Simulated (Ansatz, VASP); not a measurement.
## Two plane-wave programs on C

```
C
1.0
     2.45617    0.00000    0.00000
    -1.22809    2.12711    0.00000
     0.00000    0.00000    8.52380
C
2
Cartesian
  0.0000 1.4181 0.0000
  1.2281 0.7090 0.0000
```

Alike in both runs: task relaxation of cell and atoms; functional PBEsol; dispersion D3(BJ); k mesh 13 × 13 × 4; occupations fermi-dirac, width 0.1 eV; no spin polarisation.

|  | VASP | Ansatz |
| --- | --- | --- |
| version | VASP 6.6.1 | Ansatz 0.2.0 |
| potentials or method | VASP PAW PBE potentials, release 64 (C), cutoff 600 eV | plane waves, PAW |
| valence electrons in the cell | 8 | 8 |

Ansatz gave:

```
relaxed volume (Å³/atom)                                     : 9.28
relaxed cell length with the largest relative difference (Å) : 3.548
```

Q: Which values does VASP return?

A: Relaxed volume (Å³/atom): 22.32; relaxed cell length with the largest relative difference (Å): 8.520.

VASP's potentials were made for PBE, not for PBEsol. One of these differences is far larger than is usual between the two programs; its cause wasn't traced.
